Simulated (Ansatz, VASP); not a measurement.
HfC in VASP and in Ansatz

```xyz
4
Lattice="3.6432 -3.6432 0.0000 3.6432 3.6432 0.0000 0.0000 0.0000 5.1523" Properties=species:S:1:pos:R:3 pbc="T T T"
Hf    3.6432    0.0000    0.0000
Hf    0.0000    0.0000    0.0000
C     3.6432   -1.8216    3.8642
C     3.6432    1.8216    1.2881
```

Change from the starting cell: ordered vacancies on the cation sites of cuprite (Cmme, No. 67).

Alike in both runs: task relaxation of cell and atoms; functional PBE; k mesh 4 × 4 × 4; occupations gaussian, width 0.1 eV; no spin polarisation.

|  | VASP | Ansatz |
| --- | --- | --- |
| version | VASP 6.6.1 | Ansatz 0.2.0 |
| potentials or method | VASP PAW PBE potentials, release 64 (Hf_pv, C), cutoff 600 eV | scalar-relativistic, plane waves, PAW |
| valence electrons in the cell | 28 | 60 |

VASP gave:

| Quantity | Value |
| --- | --- |
| gap on the k mesh at the Fermi level, each at its own relaxed structure (eV) | none |
| relaxed volume (Å³/atom) | 18.61 |
| relaxed length of the cell vector where the two differ most in proportion (Å) | 4.917 |

**Question.** Estimate Ansatz's values.

**Answer.** gap on the k mesh at the Fermi level, each at its own relaxed structure (eV): none; relaxed volume (Å³/atom): 16.55; relaxed length of the cell vector where the two differ most in proportion (Å): 4.566.

A gap of «none» marks a metal or a gap that the smearing closes. One of these differences is far larger than is usual between the two programs; its cause wasn't traced. VASP's potentials hold 28 valence electrons a cell and Ansatz's 60, so a difference there can come from the potentials and not from the codes.

Spin-orbit coupling is off throughout. Noted on VASP's run: the volume moved by over 15 % at a fixed basis, so the end points are rough.
